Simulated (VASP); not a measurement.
# Mg (P6_3/mmc) in VASP: a series of runs

Mg is run at these levels: PBE+D3(BJ), PBEsol+D3(BJ), RPBE+D3(BJ); tasks: single point.

Everything below comes from runs of VASP 6.6.1. Logs are shortened: lines on timing, memory, paths and dates and some standing lists are left out, and cuts for length are marked.

## Step 1: The cell of the first run

It takes space group P6_3/mmc (No. 194, hexagonal). Conventional cell: a = 3.188 Å, b = 3.188 Å, c = 5.175 Å, α = 90.00°, β = 90.00°, γ = 120.00°. Within 4.2 Å of Mg (site symmetry -6m2) lie 12 Mg at 3.18 to 3.19 Å.

## Step 2: Single point, PBE+D3(BJ)

Input file INCAR:

```
SYSTEM = Mg
  ALGO = Normal
  EDIFF = 1E-6
  ENCUT = 520
  GGA = PE
  ISIF = 2
  ISMEAR = -1
  IVDW = 12
  LASPH = .TRUE.
  LCHARG = .FALSE.
  LREAL = .FALSE.
  LWAVE = .FALSE.
  NBANDS = 9
  NELM = 80
  PREC = Accurate
  SIGMA = 0.05
```

Input file KPOINTS:

```
k-points
0
G
  10 10 5
  0 0 0
```

Input file POSCAR:

```
Mg
1.0
    3.1877604248      0.0000000000      0.0000000000
   -1.5938802124      2.7606815091      0.0000000000
    0.0000000000      0.0000000000      5.1753304900
Mg
2
Direct
    0.6666666667      0.3333333333      0.7500000000
    0.3333333333      0.6666666667      0.2500000000
```

Potentials or basis: VASP PAW PBE potentials, release 64 (Mg).

Run with:

```bash
$ cat potpaw_PBE.64/Mg/POTCAR > POTCAR
$ mpirun -np 1 vasp_std > vasp.out
```

OUTCAR:

```text
SYSTEM = Mg
   EDIFF = 1E-6
   ENCUT = 520
   GGA = PE
   ISIF = 2
   ISMEAR = -1
   IVDW = 12
   LASPH = .TRUE.
   LREAL = .FALSE.
   NELM = 80
   PREC = Accurate
 IVDW          = 12

 ion  position               nearest neighbor table
   1  0.667  0.333  0.750-   2 3.18   2 3.18   2 3.18   2 3.18   2 3.18   2 3.18
   2  0.333  0.667  0.250-   1 3.18   1 3.18   1 3.18   1 3.18   1 3.18   1 3.18

  LATTYP: Found a hexagonal cell.
 ALAT       =     3.1877604248
 C/A-ratio  =     1.6235004518

  Lattice vectors:

 A1 = (   3.1877604248,   0.0000000000,   0.0000000000)
 A2 = (  -1.5938802124,   2.7606815091,   0.0000000000)
 A3 = (   0.0000000000,   0.0000000000,   5.1753304900)

Analysis of symmetry for initial positions (statically):
=====================================================================
 Subroutine PRICEL returns:
 Original cell was already a primitive cell.

 Routine SETGRP: Setting up the symmetry group for a
 hexagonal supercell.

 Subroutine GETGRP returns: Found 24 space group operations
 (whereof 12 operations were pure point group operations)
 out of a pool of 24 trial point group operations.

The static configuration has the point symmetry D_3d.
 The point group associated with its full space group is D_6h.

Analysis of symmetry for dynamics (positions and initial velocities):
=====================================================================
 Subroutine PRICEL returns:
 Original cell was already a primitive cell.

 Routine SETGRP: Setting up the symmetry group for a
 hexagonal supercell.

 Subroutine GETGRP returns: Found 24 space group operations
 (whereof 12 operations were pure point group operations)
 out of a pool of 24 trial point group operations.

The dynamic configuration has the point symmetry D_3d.
 The point group associated with its full space group is D_6h.

 Subroutine INISYM returns: Found 24 space group operations
 (whereof 12 operations are pure point group operations),
 and found     1 'primitive' translations

----------------------------------------------------------------------------------------

                                     Primitive cell

  volume of cell :      45.5449

  direct lattice vectors                    reciprocal lattice vectors
     3.187760425  0.000000000  0.000000000     0.313699860  0.181114699  0.000000000
    -1.593880212  2.760681509  0.000000000     0.000000000  0.362229398  0.000000000
     0.000000000  0.000000000  5.175330490     0.000000000  0.000000000  0.193224375

  length of vectors
     3.187760425  3.187760425  5.175330490     0.362229398  0.362229398  0.193224375

  position of ions in fractional coordinates (direct lattice)
     0.666666667  0.333333333  0.750000000
     0.333333333  0.666666667  0.250000000

  ion indices of the primitive-cell ions
   primitive index   ion index
                 1           1
                 2           2

----------------------------------------------------------------------------------------

 KPOINTS: k-points

Automatic generation of k-mesh.
 Grid dimensions read from file:
 generate k-points for:   10   10    5

 Generating k-lattice:

  Cartesian coordinates                     Fractional coordinates (reciprocal lattice)
     0.031369986  0.018111470  0.000000000     0.100000000  0.000000000  0.000000000
     0.000000000  0.036222940  0.000000000     0.000000000  0.100000000  0.000000000
     0.000000000  0.000000000  0.038644875     0.000000000  0.000000000  0.200000000

  Length of vectors
     0.036222940  0.036222940  0.038644875

  Shift w.r.t. Gamma in fractional coordinates (k-lattice)
     0.000000000  0.000000000  0.000000000

 Subroutine IBZKPT returns following result:
 ===========================================

 Found     42 irreducible k-points:

 Following reciprocal coordinates:
            Coordinates               Weight
  0.000000  0.000000  0.000000      1.000000
  0.100000  0.000000  0.000000      6.000000
  0.200000  0.000000  0.000000      6.000000
  0.300000  0.000000  0.000000      6.000000
  0.400000  0.000000  0.000000      6.000000
  0.500000  0.000000  0.000000      3.000000
[... 16 lines left out ...]
  0.300000  0.100000  0.200000     24.000000
  0.400000  0.100000  0.200000     24.000000
 [... further k-points ...]
   k-points           NKPTS =     42   k-points in BZ     NKDIM =     42   number of bands    NBANDS=      9
   number of dos      NEDOS =    301   number of ions     NIONS =      2
   total plane-waves  NPLWV =  23040
   dimension x,y,z NGX =    24 NGY =   24 NGZ =   40
   dimension x,y,z NGXF=    48 NGYF=   48 NGZF=   80
   ions per type =               2
   NGX,Y,Z   is equivalent  to a cutoff of  12.52, 12.52, 12.85 a.u.
   NGXF,Y,Z  is equivalent  to a cutoff of  25.03, 25.03, 25.70 a.u.
 SYSTEM =  Mg
   PREC   = accura    normal or accurate (medium, high low for compatibility)
   ISTART =      0    job   : 0-new  1-cont  2-samecut
[... 31 lines left out ...]
   LORBIT       =      0    0 simple, 1 ext, 2 COOP (PROOUT), +10 PAW based schemes
   GGA     = PE    functional components
   LHFCALC =     F    Hartree Fock is set to
   AEXX    =    0.0000 exact exchange contribution
   IVDW    =    12    specifies the selected vdW correction
   LEPSILON=     F    determine dielectric tensor
   LRPA    =     F    only Hartree local field effects (RPA)
 non-spin polarized calculation
  energy-cutoff  :      520.00
  volume of cell :       45.54
 maximum number of plane-waves:      1244
 NGX is ok and might be reduce to    24
   NGX = 11   NGY = 11   NGZ = 19

 number of electron       4.0000000 magnetization

 Free energy of the ion-electron system (eV)
  ---------------------------------------------------
  ext. energy  EPLUGINS =         0.00000000
  ---------------------------------------------------
  free energy    TOTEN  =        -3.00729645 eV

  energy without entropy =       -2.99563558  energy(sigma->0) =       -3.00146601

 E-fermi :   2.7025     XC(G=0):  -8.5160

 val. band max:        2.6624449488   @ k =   0.4000   0.1000   0.4000
 cond. band min:       2.7245200516   @ k =   0.3000   0.3000   0.0000
 fundamental gap:      0.0620751028
 Fermi energy:         2.7025158302

 k-point     1 :       0.0000    0.0000    0.0000
  band No.  band energies     occupation
      1      -4.2908      2.00000
      2       0.9796      2.00000
      3       1.4338      2.00000
      4      13.6612      0.00000
      5      13.6612      0.00000
      6      13.7916      0.00000
      7      13.7916      0.00000
      8      14.5533      0.00000
      9      16.1742      0.00000

 k-point     2 :       0.1000    0.0000    0.0000
  band No.  band energies     occupation
      1      -4.0930      2.00000
      2       1.1603      2.00000
      3       1.6258      2.00000
      4      10.8656      0.00000
      5      12.2386      0.00000
      6      13.0332      0.00000
      7      15.4446      0.00000
      8      15.4629      0.00000
      9      15.5847      0.00000

 k-point     3 :       0.2000    0.0000    0.0000
  band No.  band energies     occupation
      1      -3.5019      2.00000
      2       1.7029      2.00000
      3       2.1899      1.99993
      4       7.8798      0.00000
      5      11.0801      0.00000
      6      11.5249      0.00000
      7      12.6185      0.00000
      8      13.8605      0.00000
      9      15.6332      0.00000

 k-point     4 :       0.3000    0.0000    0.0000
  band No.  band energies     occupation
      1      -2.5249      2.00000
      2       2.6084      1.73592
      3       3.0414      0.00228
      4       5.2508      0.00000
      5       9.8528      0.00000
      6       9.9072      0.00000
      7      10.2541      0.00000
      8      12.2034      0.00000
      9      14.7014      0.00000
[... 205 lines left out ...]
 k-point    22 :       0.2000    0.1000    0.2000
  band No.  band energies     occupation
      1      -2.6925      2.00000
      2       0.5694      2.00000
      3       4.7457      0.00000
      4       6.8471      0.00000
      5       8.5227      0.00000
      6      10.0004      0.00000
      7      11.6288      0.00000
      8      13.5901      0.00000
      9      13.9039      0.00000

 k-point    23 :       0.3000    0.1000    0.2000
  band No.  band energies     occupation
      1      -1.5316      2.00000
      2       1.6674      2.00000
      3       4.1075      0.00000
      4       5.9819      0.00000
      5       7.0647      0.00000
      6       8.2887      0.00000
      7      10.8312      0.00000
      8      11.7023      0.00000
      9      13.6093      0.00000

 k-point    24 :       0.4000    0.1000    0.2000
  band No.  band energies     occupation
      1      -0.0091      2.00000
      2       1.8101      2.00000
      3       3.2842      0.00002
      4       5.0324      0.00000
      5       6.9870      0.00000
      6       8.0032      0.00000
      7       9.5268      0.00000
      8      10.7879      0.00000
      9      13.2971      0.00000

 [... further k-points ...]

------------------------ aborting loop because EDIFF is reached ----------------------------------------

 Edisp (eV)   -0.57153

 E8    (eV) :    -0.2506

  FORCE on cell =-STRESS in cart. coord.  units (eV):
  Direction    XX          YY          ZZ          XY          YZ          ZX
  --------------------------------------------------------------------------------------
  -------------------------------------------------------------------------------------
  Total      -0.61411    -0.61411    -0.29316     0.00000     0.00000     0.00000
  in kB     -21.60304   -21.60304   -10.31281     0.00000     0.00000     0.00000
  external pressure =      -17.84 kB  Pullay stress =        0.00 kB

 VOLUME and BASIS-vectors are now :
 -----------------------------------------------------------------------------
  energy-cutoff  :      520.00
  volume of cell :       45.54
      direct lattice vectors                 reciprocal lattice vectors
     3.187760425  0.000000000  0.000000000     0.313699860  0.181114699  0.000000000
    -1.593880212  2.760681509  0.000000000     0.000000000  0.362229398  0.000000000
     0.000000000  0.000000000  5.175330490     0.000000000  0.000000000  0.193224375

 POSITION                                       TOTAL-FORCE (eV/Angst)
 -----------------------------------------------------------------------------------
      1.59388      0.92023      3.88150        -0.000000      0.000000      0.000000
     -0.00000      1.84045      1.29383         0.000000     -0.000000      0.000000
 -----------------------------------------------------------------------------------
    total drift:                                0.000000     -0.000000      0.000000

  FREE ENERGIE OF THE ION-ELECTRON SYSTEM (eV)
  ---------------------------------------------------
  free  energy   TOTEN  =        -3.5788229469 eV

  energy  without entropy=       -3.5671620744  energy(sigma->0) =       -3.57299251
```

Run time: 15 s. Hardware: 1 thread of Intel Xeon 8259CL, shared host; peak memory 0.17 GiB.

What came out:

| Quantity | Value |
| --- | --- |
| Free energy | -3.5788 eV |
| Pressure | -1.8 GPa |
| Band gap on the k mesh | zero (band 2 reaches 3.33 eV, above the bottom of band 3 at 1.43 eV) |
| Dispersion energy per atom | -0.286 eV |

Stress tensor (GPa, compression positive):
```
-2.16  0.00  0.00
 0.00 -2.16  0.00
 0.00  0.00 -1.03
```

Caveat: pairwise dispersion overbinds metals, which lowers pressure and volume.

## Step 3: Single point, PBEsol+D3(BJ)

This run uses another cell than the first one, of 22.31 Å³/atom, 0.980 times its volume.

Input file INCAR:

```
ALGO = Fast ; EDIFF = 1E-6
ENCUT = 520 ; GGA = PS
ISIF = 2 ; ISMEAR = -1
IVDW = 12 ; LASPH = True
LCHARG = True ; LELF = True
LREAL = False ; LVHAR = True
LWAVE = False ; NBANDS = 9
NELM = 100 ; PREC = Accurate
SIGMA = 0.05
```

Input file KPOINTS:

```
k-points
0
Gamma
  10 10 5
```

Input file POSCAR:

```
Mg
1.0
    3.1659257641      0.0000000000      0.0000000000
   -1.5829628820      2.7417721382      0.0000000000
    0.0000000000      0.0000000000      5.1398819084
Mg
2
Direct
    0.6666666667      0.3333333333      0.7500000000
    0.3333333333      0.6666666667      0.2500000000
```

Potentials or basis: VASP PAW PBE potentials, release 64 (Mg).

Run with:

```bash
$ cat potpaw_PBE.64/Mg/POTCAR > POTCAR
$ mpirun -np 1 vasp_std > vasp.out
```

It took 14 s on 1 thread of Intel Xeon 8259CL, shared host; peak memory 0.17 GiB.

It converged, with:

| Quantity | Value |
| --- | --- |
| Free energy | -3.9801 eV |
| Pressure | -1.7 GPa |
| Band gap on the k mesh | zero (band 2 reaches 3.39 eV, above the bottom of band 3 at 1.50 eV) |
| Dispersion energy per atom | -0.269 eV |

Stress tensor (GPa, compression positive):
```
-2.02  0.00  0.00
 0.00 -2.02  0.00
 0.00  0.00 -0.94
```

Levels at points of the mesh, in eV from the Fermi level:
| k point | band 1 | band 2 | band 3 | band 4 | band 5 | band 6 | band 7 |
| --- | --- | --- | --- | --- | --- | --- | --- |
| (0.00, 0.00, 0.00) | -7.08 | -1.76 | -1.27 | 11.06 | 11.06 | 11.24 | 11.24 |
| (0.50, 0.00, 0.00) | -2.22 | -2.18 | 2.67 | 3.00 | 3.33 | 3.74 | 6.99 |

Caveat: the PAW data sets were made with another functional, which shifts forces and pressure a little; pairwise dispersion overbinds metals, which lowers pressure and volume.

## Step 4: Single point, PBEsol+D3(BJ)

Input file INCAR:

```
SYSTEM = Mg
  PREC = Accurate
  ENCUT = 520
  EDIFF = 1E-6
  ISMEAR = -1
  SIGMA = 0.05
  LREAL = .FALSE.
  LASPH = .TRUE.
  NELM = 80
  ALGO = Normal
  ISIF = 2
  LWAVE = .FALSE.
  LCHARG = .TRUE.
  GGA = PS
  IVDW = 12
  LELF = .TRUE.
  LVHAR = .TRUE.
  NBANDS = 9
```

Input file KPOINTS:

```
Automatic mesh
0
G
  10 10 5
  0 0 0
```

Input file POSCAR:

```
Mg
1.0
    3.1877604248      0.0000000000      0.0000000000
   -1.5938802124      2.7606815091      0.0000000000
    0.0000000000      0.0000000000      5.1753304900
Mg
2
Direct
    0.6666666667      0.3333333333      0.7500000000
    0.3333333333      0.6666666667      0.2500000000
```

Run with:

```bash
$ cat potpaw_PBE.64/Mg/POTCAR > POTCAR
$ mpirun -np 1 vasp_std > vasp.out
```

Wall time 14 s (1 thread of Intel Xeon 8259CL, shared host); peak memory 0.17 GiB.

Results (log left out):

```yaml
Free_energy: -3.9684 eV
Pressure: -2.3 GPa
Band_gap_on_the_k_mesh: zero (band 2 reaches 3.29 eV, above the bottom of band 3 at 1.40 eV)
Dispersion_energy_per_atom: -0.264 eV
```

Stress tensor (GPa, compression positive):
```
-2.72  0.00  0.00
 0.00 -2.72  0.00
 0.00  0.00 -1.61
```

Levels at points of the mesh, in eV from the Fermi level:
```tsv
k point	band 1	band 2	band 3	band 4	band 5	band 6
(0.00, 0.00, 0.00)	-6.99	-1.73	-1.27	10.94	10.94	11.08
(0.50, 0.00, 0.00)	-2.19	-2.16	2.64	2.99	3.27	3.69
```

Caveat: the PAW data sets were made with another functional, which shifts forces and pressure a little; pairwise dispersion overbinds metals, which lowers pressure and volume.

## Step 5: Single point, RPBE+D3(BJ)

This run uses another cell than the first one, of 22.31 Å³/atom, 0.980 times its volume.

Input file INCAR:

```
  PREC = Accurate
  ENCUT = 520
  EDIFF = 1E-6
  ISMEAR = -1
  SIGMA = 0.05
  LREAL = F
  LASPH = T
  NELM = 80
  ALGO = Fast
  ISIF = 2
  LWAVE = F
  LCHARG = T
  GGA = RP
  IVDW = 12
  LELF = T
  LVHAR = T
  NBANDS = 9
```

Input file KPOINTS:

```
regular mesh
0
Gamma
  10 10 5
```

Input file POSCAR:

```
Mg
1.0
    3.1659257641      0.0000000000      0.0000000000
   -1.5829628820      2.7417721382      0.0000000000
    0.0000000000      0.0000000000      5.1398819084
Mg
2
Direct
    0.6666666667      0.3333333333      0.7500000000
    0.3333333333      0.6666666667      0.2500000000
```

Run with:

```bash
$ cat potpaw_PBE.64/Mg/POTCAR > POTCAR
$ mpirun -np 1 vasp_std > vasp.out
```

Wall time 14 s (1 thread of Intel Xeon 8259CL, shared host); peak memory 0.17 GiB.

The run converged. Its results:

| Quantity | Value |
| --- | --- |
| Free energy | -5.3262 eV |
| Pressure | -12.5 GPa |
| Band gap on the k mesh | zero (band 2 reaches 3.52 eV, above the bottom of band 3 at 1.68 eV) |
| Dispersion energy per atom | -1.333 eV |

Stress tensor (GPa, compression positive):
```
-12.88   0.00   0.00
  0.00 -12.88   0.00
  0.00   0.00 -11.88
```

Levels at points of the mesh, in eV from the Fermi level:
```tsv
k point	band 1	band 2	band 3	band 4	band 5	band 6
(0.00, 0.00, 0.00)	-7.09	-1.79	-1.24	11.09	11.09	11.30
(0.50, 0.00, 0.00)	-2.24	-2.17	2.67	2.97	3.36	3.75
```

Caveat: the PAW data sets were made with another functional, which shifts forces and pressure a little; pairwise dispersion overbinds metals, which lowers pressure and volume.

## Step 6: Single point, RPBE+D3(BJ)

Input file INCAR:

```
SYSTEM = Mg
PREC     = Accurate       ! precision mode
ENCUT    = 520            ! plane-wave cutoff, eV
EDIFF    = 1E-6           ! SCF threshold, eV
ISMEAR   = -1             ! smearing method
SIGMA    = 0.05           ! smearing width, eV
LREAL    = .FALSE.        ! projectors in reciprocal space
LASPH    = .TRUE.         ! aspherical terms in the spheres
NELM     = 60             ! most SCF steps
ALGO     = Normal         ! electronic algorithm
ISIF     = 2              ! what is computed and relaxed
LWAVE    = .FALSE.        ! write WAVECAR
LCHARG   = .FALSE.        ! write CHGCAR
GGA      = RP             ! functional
IVDW     = 12             ! dispersion correction
NBANDS   = 9              ! bands
```

Input file KPOINTS:

```
Automatic mesh
0
G
  10 10 5
  0 0 0
```

Input file POSCAR:

```
Mg
1.0
    3.1877604248      0.0000000000      0.0000000000
   -1.5938802124      2.7606815091      0.0000000000
    0.0000000000      0.0000000000      5.1753304900
Mg
2
Direct
    0.6666666667      0.3333333333      0.7500000000
    0.3333333333      0.6666666667      0.2500000000
```

Potentials or basis: VASP PAW PBE potentials, release 64 (Mg).

Run with:

```bash
$ cat potpaw_PBE.64/Mg/POTCAR > POTCAR
$ mpirun -np 1 vasp_std > vasp.out
```

Wall time 12 s (1 thread of Intel Xeon 8259CL, shared host); peak memory 0.17 GiB.

The run converged. Its results:

```yaml
Free_energy: -5.2525 eV
Pressure: -12.9 GPa
Band_gap_on_the_k_mesh: zero (band 2 reaches 3.42 eV, above the bottom of band 3 at 1.57 eV)
Dispersion_energy_per_atom: -1.291 eV
```

Stress tensor (GPa, compression positive):
```
-13.20   0.00   0.00
  0.00 -13.20   0.00
  0.00   0.00 -12.17
```

Levels at points of the mesh, in eV from the Fermi level:
```csv
k point,band 1,band 2,band 3,band 4,band 5,band 6,band 7
"(0.00, 0.00, 0.00)",-6.99,-1.75,-1.24,10.97,10.97,11.14,11.14
"(0.50, 0.00, 0.00)",-2.20,-2.16,2.64,2.97,3.30,3.70,6.92
```

Caveat: the PAW data sets were made with another functional, which shifts forces and pressure a little; pairwise dispersion overbinds metals, which lowers pressure and volume.

## Step 7: Summary

```csv
level,cell,gap on the mesh (eV),pressure (GPa)
PBE+D3(BJ),"a = 3.188, b = 3.188, c = 5.175 Å, angles 90.0, 90.0, 120.0°, 2 atoms",none,-1.8
PBEsol+D3(BJ),"a = 3.166, b = 3.166, c = 5.140 Å, angles 90.0, 90.0, 120.0°, 2 atoms",none,-1.7
PBEsol+D3(BJ),"a = 3.188, b = 3.188, c = 5.175 Å, angles 90.0, 90.0, 120.0°, 2 atoms",none,-2.3
RPBE+D3(BJ),"a = 3.166, b = 3.166, c = 5.140 Å, angles 90.0, 90.0, 120.0°, 2 atoms",none,-12.5
RPBE+D3(BJ),"a = 3.188, b = 3.188, c = 5.175 Å, angles 90.0, 90.0, 120.0°, 2 atoms",none,-12.9
```

Alike in all rows: task single point; potentials or basis VASP PAW PBE potentials, release 64 (Mg); no spin polarisation; k mesh 10 × 10 × 5; cutoff (eV) 520; smearing fermi-dirac 0.05 eV.

Every run on the cell as given and a fine mesh finds a metal. The pressure there spans -12.9 GPa (RPBE+D3(BJ)) to -1.8 GPa (PBE+D3(BJ)); a positive pressure means that this level wants a larger cell, a negative one a smaller.

Caveats: pairwise dispersion overbinds metals, which lowers pressure and volume; the PAW data sets were made with another functional, which shifts forces and pressure a little (some runs).

Absolute energies hang on the potentials; compare differences alone.
